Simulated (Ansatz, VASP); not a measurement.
**Two plane-wave programs on B**

```
B
1.0
     3.33560    0.00000    0.00000
    -1.66780    2.88871    0.00000
     0.00000    0.00000    1.90869
B
3
Direct
  0.00000 0.00000 0.00000
  0.33333 0.66667 0.50000
  0.66667 0.33333 0.50000
```

Alike in both runs: functional PBEsol; k mesh 6 × 6 × 8; occupations gaussian, width 0.1 eV; no spin polarisation.

Ansatz relaxed the structure, and its values are those at the end. VASP's run is a single point on that final structure, the one shown.

```csv
,VASP,Ansatz
version,VASP 6.6.1,Ansatz 0.2.0
potentials or method,"VASP PAW PBE potentials, release 64 (B), cutoff 520 eV","scalar-relativistic, plane waves, PAW"
valence electrons in the cell,9,9
```

```csv
,VASP,Ansatz,Ansatz less VASP
gap on the k mesh at the Fermi level (eV),none,none,-
pressure (GPa),0.0,-0.3,-0.26
```

VASP's potentials were made for PBE, not for PBEsol. A gap of «none» marks a metal or a gap that the smearing closes.

The k mesh is coarse, so the values compare programs but aren't converged.
